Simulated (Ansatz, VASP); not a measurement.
# YMg2O2: VASP beside Ansatz

The input INCAR:

```
ALGO     = Normal         # electronic algorithm
EDIFF    = 1E-6           # SCF threshold, eV
EDIFFG   = -0.01          # ionic threshold
ENCUT    = 600            # plane-wave cutoff, eV
GGA      = PE             # functional
IBRION   = 2              # ionic algorithm
ISIF     = 3              # what is computed and relaxed
ISMEAR   = 0              # smearing method
LASPH    = True           # aspherical terms in the spheres
LCHARG   = False          # write CHGCAR
LREAL    = False          # projectors in reciprocal space
LWAVE    = False          # write WAVECAR
NELM     = 60             # most SCF steps
NSW      = 100            # ionic steps
PREC     = Accurate       # precision mode
SIGMA    = 0.1            # smearing width, eV
```

The input KPOINTS:

```
k-points
0
Gamma
  10 10 8
```

POSCAR

```
YMg2O2
1.0
    3.5227219773      0.0000000000      0.0000000000
    0.0000000000      3.5227219773      0.0000000000
    0.0000000000      0.0000000000      5.5165335051
Y Mg O
1 2 2
Direct
    0.0000000000      0.0000000000      0.0000000000
    0.0000000000      0.5000000000      0.5000000000
    0.5000000000      0.0000000000      0.5000000000
    0.5000000000      0.5000000000      0.2519518093
    0.5000000000      0.5000000000      0.7480481907
```

Input for Ansatz:

```yaml
crystal:
  lattice:
    - [3.5227219773, 0.0, 0.0]
    - [0.0, 3.5227219773, 0.0]
    - [0.0, 0.0, 5.5165335051]
  atoms:
    - { symbol: "Y", position: [0.0, 0.0, 0.0] }
    - { symbol: Mg, position: [0.0, 0.5, 0.5] }
    - { symbol: Mg, position: [0.5, 0.0, 0.5] }
    - { symbol: O, position: [0.5, 0.5, 0.2519518093] }
    - { symbol: O, position: [0.5, 0.5, 0.7480481907] }
basis:
  ecutwfc: 420
kpoints:
  mp_grid: { grid: [10, 10, 8] }
hamiltonian:
  xc: pbe
scf:
  occupations: { method: gaussian, width: 0.1 }
output:
  forces: true
  stress: true
  eigenvalues: true
relax:
  adjacent_minimum: "off"
  f_tol: 0.01
  max_steps: 80
  cell: { stress_tol: 0.05 }
```

Change from the starting cell: species swapped into the CeMg2Si2 type (P4/mmm, No. 123).

Alike in both runs: task relaxation of cell and atoms; functional PBE; k mesh 10 × 10 × 8; occupations gaussian, width 0.1 eV; no spin polarisation.

|  | VASP | Ansatz |
| --- | --- | --- |
| version | VASP 6.6.1 | Ansatz 0.2.0 |
| potentials or method | VASP PAW PBE potentials, release 64 (Y_sv, Mg, O), cutoff 600 eV | scalar-relativistic, plane waves, PAW |
| valence electrons in the cell | 27 | 43 |

VASP gave:

- gap on the k mesh at the Fermi level, each at its own relaxed structure (eV): none
- relaxed volume (Å³/atom): 13.69
- relaxed cell length with the largest relative difference (Å): 5.505

What did Ansatz give for the same quantities?

gap on the k mesh at the Fermi level, each at its own relaxed structure (eV): none; relaxed volume (Å³/atom): 13.73; relaxed cell length with the largest relative difference (Å): 5.511.

A gap of «none» marks a metal or a gap that the smearing closes. VASP's potentials hold 27 valence electrons a cell and Ansatz's 43, so a difference there can come from the potentials and not from the codes.
